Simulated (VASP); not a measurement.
Set up this calculation in VASP 6.6.1, as the native input.

```
Task                   : single point
Functional             : PBE
Potentials or basis    : VASP PAW PBE potentials, release 64 (Ni)
Cutoff                 : 520 eV
k mesh                 : 12 × 12 × 7
Occupations            : fermi-dirac, width 0.05 eV
Spin                   : collinear spin, ferrimagnetic start
Starting moments       : [0.83, -0.38] μB
Dipole correction      : no
Further INCAR settings : ALGO = Fast; EDIFF = 1e-06; NBANDS = 21
```

The structure of Ni lies in POSCAR:

```
Ni
1.0
    2.4480228978      0.0000000000      0.0000000000
   -1.2240114489      2.1200500186      0.0000000000
    0.0000000000      0.0000000000      4.0728075700
Ni
2
Direct
    0.6666666667      0.3333333333      0.7500000000
    0.3333333333      0.6666666667      0.2500000000
```

This isn't the form of Ni at room conditions, which is fcc.

These files were run (other wordings do the same):

INCAR

```
SYSTEM = Ni
ALGO = Fast
EDIFF = 1E-6
ENCUT = 520
GGA = PE
ISIF = 2
ISMEAR = -1
ISPIN = 2
LASPH = .TRUE.
LCHARG = .FALSE.
LMAXMIX = 4
LORBIT = 11
LREAL = .FALSE.
LWAVE = .FALSE.
MAGMOM = 0.83 -0.38
NBANDS = 21
NELM = 150
PREC = Accurate
SIGMA = 0.05
```

KPOINTS

```
k-points
0
G
  12 12 7
  0 0 0
```

Potentials or basis: VASP PAW PBE potentials, release 64 (Ni).

Run with:

```bash
$ cat potpaw_PBE.64/Ni/POTCAR > POTCAR
$ mpirun -np 1 vasp_std > vasp.out
```

Results of the run:

```yaml
Pressure: 7.1 GPa
Net_moment: 1.27 μB per cell
Site_moments: Ni +0.64 μB
Valence_electrons_inside_the_program's_atomic_spheres: Ni 9.36
```

Caveat: the cell stands under pressure.

Run time: 2.1 min on 1 thread of Intel Xeon 8259CL, on a shared host, peak memory 0.17 GiB.
